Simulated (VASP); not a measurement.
# Al (P2_1/m) in VASP: relaxation of cell and atoms with PBE

Aim: the relaxation of cell and atoms of Al with PBE.

All numbers are computed with VASP 6.6.1; they aren't measurements. Logs are shortened: lines on timing, memory, paths and dates and some standing lists are left out, and cuts for length are marked.

**1. The cell of the first run**

The typed cell holds 2 atoms: a = 2.834 Å, b = 4.006 Å, c = 4.005 Å, α = 90.00°, β = 90.12°, γ = 90.00°.

This isn't the form of Al at room conditions, which is fcc.

**2. Relaxation of cell and atoms, PBE**

INCAR

```
SYSTEM = Al
ALGO     = Fast           ! electronic algorithm
EDIFF    = 1E-7           ! SCF threshold, eV
EDIFFG   = -0.01          ! ionic threshold
ENCUT    = 600            ! plane-wave cutoff, eV
GGA      = PE             ! functional
IBRION   = 2              ! ionic algorithm
ISIF     = 3              ! what is computed and relaxed
ISMEAR   = 0              ! smearing method
LASPH    = .True.         ! aspherical terms in the spheres
LCHARG   = .False.        ! write CHGCAR
LREAL    = .False.        ! projectors in reciprocal space
LWAVE    = .False.        ! write WAVECAR
NELM     = 80             ! most SCF steps
NSW      = 80             ! ionic steps
PREC     = Accurate       ! precision mode
SIGMA    = 0.1            ! smearing width, eV
```

KPOINTS

```
k-points
0
Gamma
  14 10 10
  0 0 0
```

POSCAR

```
Al
1.0
    2.8342093374      0.0000000000      0.0094440298
    0.0000000000      4.0059614289      0.0000000000
   -0.0219972504      0.0000000000      4.0047285306
Al
2
Direct
    1.0001822423      0.7500000000      0.7499297063
   -0.0001822423      0.2500000000      0.2500702937
```

Potentials or basis: VASP PAW PBE potentials, release 64 (Al).

Started as:

```sh
$ cat potpaw_PBE.64/Al/POTCAR > POTCAR
$ mpirun -np 1 vasp_std > vasp.out
```

OUTCAR:

```text
SYSTEM = Al
   EDIFF = 1E-7
   EDIFFG = -0.01
   ENCUT = 600
   GGA = PE
   IBRION = 2
   ISIF = 3
   ISMEAR = 0
   LASPH = .True.
   LREAL = .False.
   NELM = 80
   NSW = 80
   PREC = Accurate

 ion  position               nearest neighbor table
   1  0.000  0.750  0.750-   2 2.83   2 2.83   2 2.83   2 2.83
   2  1.000  0.250  0.250-   1 2.83   1 2.83   1 2.83   1 2.83

  LATTYP: Found a simple monoclinic cell.
 ALAT       =     2.8342250719
 B/A-ratio  =     1.4134238910
 C/A-ratio  =     1.4130102028
 COS(beta)  =    -0.0021606180

  Lattice vectors:

 A1 = (   2.8342093374,   0.0000000000,   0.0094440298)
 A2 = (   0.0000000000,   4.0059614289,   0.0000000000)
 A3 = (  -0.0219972504,   0.0000000000,   4.0047285306)

Analysis of symmetry for initial positions (statically):
=====================================================================
 Subroutine PRICEL returns:
 Original cell was already a primitive cell.

 Routine SETGRP: Setting up the symmetry group for a
 simple monoclinic supercell.

 Subroutine GETGRP returns: Found  4 space group operations
 (whereof  2 operations were pure point group operations)
 out of a pool of  4 trial point group operations.

The static configuration has the point symmetry S_2 .
 The point group associated with its full space group is C_2h.

Analysis of symmetry for dynamics (positions and initial velocities):
=====================================================================
 Subroutine PRICEL returns:
 Original cell was already a primitive cell.

 Routine SETGRP: Setting up the symmetry group for a
 simple monoclinic supercell.

 Subroutine GETGRP returns: Found  4 space group operations
 (whereof  2 operations were pure point group operations)
 out of a pool of  4 trial point group operations.

The dynamic configuration has the point symmetry S_2 .
 The point group associated with its full space group is C_2h.

 Subroutine INISYM returns: Found  4 space group operations
 (whereof  2 operations are pure point group operations),
 and found     1 'primitive' translations

----------------------------------------------------------------------------------------

                                     Primitive cell

  volume of cell :      45.4695

  direct lattice vectors                    reciprocal lattice vectors
     2.834209337  0.000000000  0.009444030     0.352825631  0.000000000  0.001938007
     0.000000000  4.005961429  0.000000000     0.000000000  0.249627965  0.000000000
    -0.021997250  0.000000000  4.004728531    -0.000832040  0.000000000  0.249700246

  length of vectors
     2.834225072  4.005961429  4.004788944     0.352830953  0.249627965  0.249701632

  position of ions in fractional coordinates (direct lattice)
     0.000182242  0.750000000  0.749929706
     0.999817758  0.250000000  0.250070294

  ion indices of the primitive-cell ions
   primitive index   ion index
                 1           1
                 2           2

----------------------------------------------------------------------------------------

 KPOINTS: k-points

Automatic generation of k-mesh.
 Grid dimensions read from file:
 generate k-points for:   14   10   10

 Generating k-lattice:

  Cartesian coordinates                     Fractional coordinates (reciprocal lattice)
     0.025201831  0.000000000  0.000138429     0.071428571  0.000000000  0.000000000
     0.000000000  0.024962797  0.000000000     0.000000000  0.100000000  0.000000000
    -0.000083204  0.000000000  0.024970025     0.000000000  0.000000000  0.100000000

  Length of vectors
     0.025202211  0.024962797  0.024970163

  Shift w.r.t. Gamma in fractional coordinates (k-lattice)
     0.000000000  0.000000000  0.000000000

 Subroutine IBZKPT returns following result:
 ===========================================

 Found    432 irreducible k-points:

 Following reciprocal coordinates:
            Coordinates               Weight
  0.000000  0.000000  0.000000      1.000000
  0.071429  0.000000  0.000000      2.000000
  0.142857  0.000000  0.000000      2.000000
  0.214286  0.000000  0.000000      2.000000
  0.285714  0.000000  0.000000      2.000000
  0.357143  0.000000 -0.000000      2.000000
[... 16 lines left out ...]
  0.428571  0.200000  0.000000      4.000000
  0.500000  0.200000  0.000000      2.000000
 [... further k-points ...]
   k-points           NKPTS =    432   k-points in BZ     NKDIM =    432   number of bands    NBANDS=      7
   number of dos      NEDOS =    301   number of ions     NIONS =      2
   total plane-waves  NPLWV =  24576
   dimension x,y,z NGX =    24 NGY =   32 NGZ =   32
   dimension x,y,z NGXF=    48 NGYF=   64 NGZF=   64
   ions per type =               2
   NGX,Y,Z   is equivalent  to a cutoff of  14.08, 13.28, 13.28 a.u.
   NGXF,Y,Z  is equivalent  to a cutoff of  28.16, 26.56, 26.57 a.u.
 SYSTEM =  Al
   PREC   = accura    normal or accurate (medium, high low for compatibility)
   ISTART =      0    job   : 0-new  1-cont  2-samecut
   ICHARG =      2    charge: 1-file 2-atom 10-const
   ISPIN  =      1    spin polarized calculation?
   LNONCOLLINEAR =      F non collinear calculations
   LSORBIT =      F    spin-orbit coupling
   LASPH  =      T    aspherical Exc in radial PAW
   ENCUT  =  600.0 eV  44.10 Ry    6.64 a.u.   5.66  8.00  8.00*2*pi/ulx,y,z
   NELM   =     80;   NELMIN=  2; NELMDL= -5     # of ELM steps
   EDIFF  = 0.1E-06   stopping-criterion for ELM
   LREAL  =      F    real-space projection
   EDIFFG = -.1E-01   stopping-criterion for IOM
   NSW    =     80    number of steps for IOM
   IBRION =      2    ionic relax: 0-MD 1-quasi-New 2-CG
   NFREE  =      1    steps in history (QN), initial steepest desc. (CG)
   ISIF   =      3    stress and relaxation
   ISYM   =      2    0-nonsym 1-usesym 2-fastsym
   POTIM  = 0.5000    time-step for ionic-motion
   TEBEG  =    0.0;   TEEND  =   0.0 temperature during run
   PSTRESS=    0.0 pullay stress
   NELECT =       6.0000    total number of electrons
   NUPDOWN=      -1.0000    fix difference up-down
   EMIN   =  10.00;   EMAX   =-10.00  energy-range for DOS
   EFERMI =   0.00;   METHOD = LEGACY
   ISMEAR =     0;   SIGMA  =   0.10  broadening in eV -4-tet -1-fermi 0-gaus
   EFERMI_NEDOS =   21; number of points for ismear=-14 and -15
   IALGO  =     68    algorithm
   IMIX   =      4    mixing-type and parameters
     AMIX     =   0.40;   BMIX     =  1.00
     AMIX_MAG =   1.60;   BMIX_MAG =  1.00
  volume/ion in A,a.u.               =      22.73       153.42
  Fermi-wavevector in a.u.,A,eV,Ry     =   0.833461  1.575013  9.451388  0.694657
  Thomas-Fermi vector in A             =   1.946689
   LORBIT       =      0    0 simple, 1 ext, 2 COOP (PROOUT), +10 PAW based schemes
   GGA     = PE    functional components
   LHFCALC =     F    Hartree Fock is set to
   AEXX    =    0.0000 exact exchange contribution
   IVDW    =     0    specifies the selected vdW correction
   LEPSILON=     F    determine dielectric tensor
   LRPA    =     F    only Hartree local field effects (RPA)
 conjugate gradient relaxation of ions
 non-spin polarized calculation
 RMM-DIIS sequential band-by-band and
 Gauss-broadening in eV      SIGMA  =   0.10
  energy-cutoff  :      600.00
  volume of cell :       45.47
 maximum number of plane-waves:      1546
   NGX = 11   NGY = 17   NGZ = 15

--------------------------------------- Ionic step        1  -------------------------------------------

 number of electron       6.0000000 magnetization

 Free energy of the ion-electron system (eV)
  ---------------------------------------------------
  ext. energy  EPLUGINS =         0.00000000
  ---------------------------------------------------
  free energy    TOTEN  =        -6.65761043 eV

  energy without entropy =       -6.65216300  energy(sigma->0) =       -6.65488672

------------------------ aborting loop because EDIFF is reached ----------------------------------------

  FORCE on cell =-STRESS in cart. coord.  units (eV):
  Direction    XX          YY          ZZ          XY          YZ          ZX
  --------------------------------------------------------------------------------------
  -------------------------------------------------------------------------------------
  Total       -1.4568150     -1.4798187     -1.4829380      0.0000000      0.0000000     -0.0074235
  in kB      -51.3328365    -52.1434050    -52.2533178      0.0000000      0.0000000     -0.2615780
  external PRESSURE =     -51.9098531 kB  Pullay stress =       0.0000000 kB
[... 89 lines left out ...]
  FREE ENERGIE OF THE ION-ELECTRON SYSTEM (eV)
  ---------------------------------------------------
  free  energy   TOTEN  =        -6.7495778470 eV

  energy  without entropy=       -6.7444174012  energy(sigma->0) =       -6.74699762

 E-fermi :   6.9658     XC(G=0):  -9.8527

 val. band max:        6.9453587639   @ k =   0.2857   0.2000   0.3000
 cond. band min:       6.9673011524   @ k =  -0.2857   0.0000   0.1000
 fundamental gap:      0.0219423885
 Fermi energy:         6.9658205389

 k-point     1 :       0.0000    0.0000    0.0000
  band No.  band energies     occupation
      1      -3.4737      2.00000
      2       5.3774      2.00000
      3       6.6202      2.00000
      4       7.6866      0.00000
      5       9.5960      0.00000
      6      15.8252      0.00000
      7      17.5808      0.00000
[... 221 lines left out ...]
 k-point    24 :       0.5000    0.2000    0.0000
  band No.  band energies     occupation
      1       3.0957      2.00000
      2       3.1057      2.00000
      3       6.4042      2.00000
      4       8.3141      0.00000
      5       8.8132      0.00000
      6       8.9772      0.00000
      7      12.0881      0.00000

 [... further k-points ...]

[... ionic steps 4 to 43 ...]

--------------------------------------- Ionic step       44  -------------------------------------------

 number of electron       6.0000000 magnetization

------------------------ aborting loop because EDIFF is reached ----------------------------------------

  FORCE on cell =-STRESS in cart. coord.  units (eV):
  Direction    XX          YY          ZZ          XY          YZ          ZX
  --------------------------------------------------------------------------------------
  -------------------------------------------------------------------------------------
  Total       -0.0227614      0.0039283     -0.0194743      0.0000000      0.0000000     -0.0340296
  in kB       -1.1033783      0.1904300     -0.9440350      0.0000000      0.0000000     -1.6496144
  external PRESSURE =      -0.6189944 kB  Pullay stress =       0.0000000 kB
[... 57 lines left out ...]
  energy  without entropy=       -7.4882055639  energy(sigma->0) =       -7.48992401

--------------------------------------- Ionic step       46  -------------------------------------------

 number of electron       6.0000000 magnetization

 Free energy of the ion-electron system (eV)
  ---------------------------------------------------
  ext. energy  EPLUGINS =         0.00000000
  ---------------------------------------------------
  free energy    TOTEN  =        -7.49169735 eV

  energy without entropy =       -7.48824273  energy(sigma->0) =       -7.48997004

 E-fermi :   7.9718     XC(G=0): -10.1928

 val. band max:        7.9641126710   @ k =   0.2143   0.1000   0.2000
 cond. band min:       7.9797782296   @ k =   0.0000   0.0000   0.2000
 fundamental gap:      0.0156655586
 Fermi energy:         7.9718333331

 k-point     1 :       0.0000    0.0000    0.0000
  band No.  band energies     occupation
      1      -3.1379      2.00000
      2       5.5063      2.00000
      3       6.9927      2.00000
      4      12.9202      0.00000
      5      13.0154      0.00000
      6      13.0914      0.00000
      7      16.5104      0.00000
[... 221 lines left out ...]
 k-point    24 :       0.5000    0.2000    0.0000
  band No.  band energies     occupation
      1       5.1700      2.00000
      2       5.2604      2.00000
      3       6.3946      2.00000
      4       6.5300      2.00000
      5      10.4735      0.00000
      6      10.5578      0.00000
      7      11.8054      0.00000

 [... further k-points ...]

------------------------ aborting loop because EDIFF is reached ----------------------------------------

  FORCE on cell =-STRESS in cart. coord.  units (eV):
  Direction    XX          YY          ZZ          XY          YZ          ZX
  --------------------------------------------------------------------------------------
  -------------------------------------------------------------------------------------
  Total        0.0007792     -0.0092812     -0.0163783      0.0000000      0.0000000      0.0145819
  in kB        0.0377901     -0.4501298     -0.7943343      0.0000000      0.0000000      0.7072127
  external PRESSURE =      -0.4022247 kB  Pullay stress =       0.0000000 kB
[... 17 lines left out ...]
  FREE ENERGIE OF THE ION-ELECTRON SYSTEM (eV)
  ---------------------------------------------------
  free  energy   TOTEN  =        -7.4916973502 eV

  energy  without entropy=       -7.4882427251  energy(sigma->0) =       -7.48997004

 reached required accuracy - stopping structural energy minimisation
```

It took 29 min on 1 thread of AMD EPYC 7R13, shared host; peak memory 0.35 GiB.

What came out:

| Item | Value |
| --- | --- |
| Free energy | -7.4917 eV |
| Relaxed volume | 16.52 Å³/atom |
| Relaxed cell | a = 2.903 Å, b = 3.927 Å, c = 4.116 Å, α = 90.00°, β = 135.24°, γ = 90.00° |
| Space group after relaxing (to 0.1 Å) | I4/mmm (No. 139) |
| Energy gained by relaxing | 417.0 meV/atom |
| Ionic steps | 46 |
| Pressure after relaxing | 0.0 GPa |
| Largest force after relaxing | 0.009 eV/Å |
| Band gap on the k mesh | zero (bands 3 and 4 overlap by 11.45 eV) |

Forces in eV/Å, atoms in the order of the input:
```
Al  -0.004  0.000  0.008
Al   0.004  0.000 -0.008
```

Stress tensor (GPa, compression positive):
```
 0.00  0.00  0.07
 0.00 -0.05  0.00
 0.07  0.00 -0.08
```

The path:
```
step  energy change (eV)  largest force (eV/Å)  pressure (GPa)  volume (Å³)
   1              0.0000                0.0017           -5.19        45.47
   3             -0.0920                0.0021           -0.03        40.40
   5             -0.0920                0.0016           -0.01        40.39
   7             -0.0921                0.0015           -0.11        40.46
   9             -0.0929                0.0053           -0.34        40.61
  11             -0.1010                0.0215           -1.21        41.19
  13             -0.1390                0.0533           -4.32        43.06
  15             -0.1472                0.0536           -4.86        43.31
  17             -0.1799                0.0563           -6.85        44.06
  19             -0.1713                0.0585           -5.60        43.55
  21             -0.2128                0.0597           -4.86        42.51
  23             -0.3231                0.0573           -0.74        38.52
  25             -0.3370                0.0538            1.43        37.04
  27             -0.4602                0.0153            1.29        36.01
  29             -0.5066                0.1841           15.08        29.42
  31             -0.7338                0.1068            2.48        32.82
  33             -0.7900                0.1060           -0.65        33.69
  35             -0.8040                0.0930           -0.51        33.51
  37             -0.8282                0.0530           -0.26        33.09
  39             -0.8314                0.0438            0.07        32.95
  41             -0.8313                0.0233            0.80        32.73
  43             -0.8339                0.0230           -0.14        33.08
  45             -0.8340                0.0171           -0.05        33.04
  46             -0.8341                0.0086           -0.04        33.04
```

Final structure:
```
Al
1.0
     2.69625    0.00000   -1.07561
     0.00000    3.92694    0.00000
    -1.64041    0.00000    3.77445
Al
2
Direct
  0.00010 0.75000 0.74952
  0.99990 0.25000 0.25048
```

Levels at points of the mesh, in eV from the Fermi level:
```
           k point  band 1  band 2  band 3  band 4  band 5  band 6
(0.00, 0.00, 0.00)  -11.11   -2.47   -0.98    4.95    5.04    5.12
(0.50, 0.00, 0.00)   -3.15   -3.06   -1.95   -1.81    5.43    5.50
(0.00, 0.50, 0.00)   -8.73   -8.73    7.09    7.09    7.17    7.17
(0.50, 0.50, 0.00)   -0.95   -0.95   -0.86   -0.86    0.02    0.02
(0.00, 0.00, 0.50)   -6.77   -6.77    1.56    1.57    3.26    3.27
(0.50, 0.00, 0.50)   -6.79   -6.78    1.54    1.56    3.25    3.25
(0.00, 0.50, 0.50)   -4.56   -4.56   -4.34   -4.34   10.87   10.87
(0.50, 0.50, 0.50)   -4.57   -4.57   -4.36   -4.36   10.91   10.91
```

Caveat: the volume moved by over 15 % at a fixed basis, so the end points are rough.
